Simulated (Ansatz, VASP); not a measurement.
## Si2Br in VASP and in Ansatz

Contents of INCAR:

```
SYSTEM = Si2Br
  PREC = Accurate
  ENCUT = 600
  EDIFF = 1E-6
  ISMEAR = 0
  SIGMA = 0.1
  LREAL = .False.
  LASPH = .True.
  NELM = 100
  ALGO = Normal
  ISIF = 3
  LWAVE = .False.
  LCHARG = .False.
  GGA = PE
  IBRION = 2
  NSW = 100
  EDIFFG = -0.01
```

KPOINTS

```
Automatic mesh
0
Gamma
  6 6 6
  0 0 0
```

The input POSCAR:

```
Si2Br
1.0
    7.2733949397      0.0000000000      0.0000000000
   -3.6366974698      6.2989447895      0.0000000000
    0.0000000000      0.0000000000      5.8406344443
Si Br
6 3
Direct
    0.1372204323      0.2072372853      0.3138421310
    0.7927627147      0.9299831470      0.6471754643
    0.0700168530      0.8627795677      0.9805087976
    0.2072372853      0.1372204323      0.6861578690
    0.9299831470      0.7927627147      0.3528245357
    0.8627795677      0.0700168530      0.0194912024
    0.5826637555      0.0000000000      0.3333333333
    0.0000000000      0.5826637555      0.6666666667
    0.4173362445      0.4173362445      0.0000000000
```

Input for Ansatz:

```yaml
crystal:
  lattice:
    - [7.2733949397, 0.0, 0.0]
    - [-3.6366974698, 6.2989447895, 0.0]
    - [0.0, 0.0, 5.8406344443]
  atoms:
    - { symbol: Si, position: [0.1372204323, 0.2072372853, 0.313842131] }
    - { symbol: Si, position: [0.7927627147, 0.929983147, 0.6471754643] }
    - { symbol: Si, position: [0.070016853, 0.8627795677, 0.9805087976] }
    - { symbol: Si, position: [0.2072372853, 0.1372204323, 0.686157869] }
    - { symbol: Si, position: [0.929983147, 0.7927627147, 0.3528245357] }
    - { symbol: Si, position: [0.8627795677, 0.070016853, 0.0194912024] }
    - { symbol: Br, position: [0.5826637555, 0.0, 0.3333333333] }
    - { symbol: Br, position: [0.0, 0.5826637555, 0.6666666667] }
    - { symbol: Br, position: [0.4173362445, 0.4173362445, 0.0] }
basis:
  ecutwfc: 420
kpoints:
  mp_grid: { grid: [6, 6, 6] }
hamiltonian:
  xc: pbe
scf:
  occupations: { method: gaussian, width: 0.1 }
output:
  forces: true
  stress: true
  eigenvalues: true
relax:
  adjacent_minimum: "off"
  f_tol: 0.01
  max_steps: 80
  cell: { stress_tol: 0.05 }
```

Alike in both runs: task relaxation of cell and atoms; functional PBE; k mesh 6 × 6 × 6; occupations gaussian, width 0.1 eV; no spin polarisation.

```csv
,VASP,Ansatz
version,VASP 6.6.1,Ansatz 0.2.0
potentials or method,"VASP PAW PBE potentials, release 64 (Si, Br), cutoff 600 eV","scalar-relativistic, plane waves, PAW"
valence electrons in the cell,45,45
```

Ansatz gave:

| Quantity | Value |
| --- | --- |
| gap on the k mesh at the Fermi level, each at its own relaxed structure (eV) | none |
| relaxed volume (Å³/atom) | 31.27 |
| relaxed cell length with the largest relative difference (Å) | 7.703 |

Estimate VASP's values.

gap on the k mesh at the Fermi level, each at its own relaxed structure (eV): none; relaxed volume (Å³/atom): 31.04; relaxed cell length with the largest relative difference (Å): 7.676.

A gap of «none» marks a metal or a gap that the smearing closes.
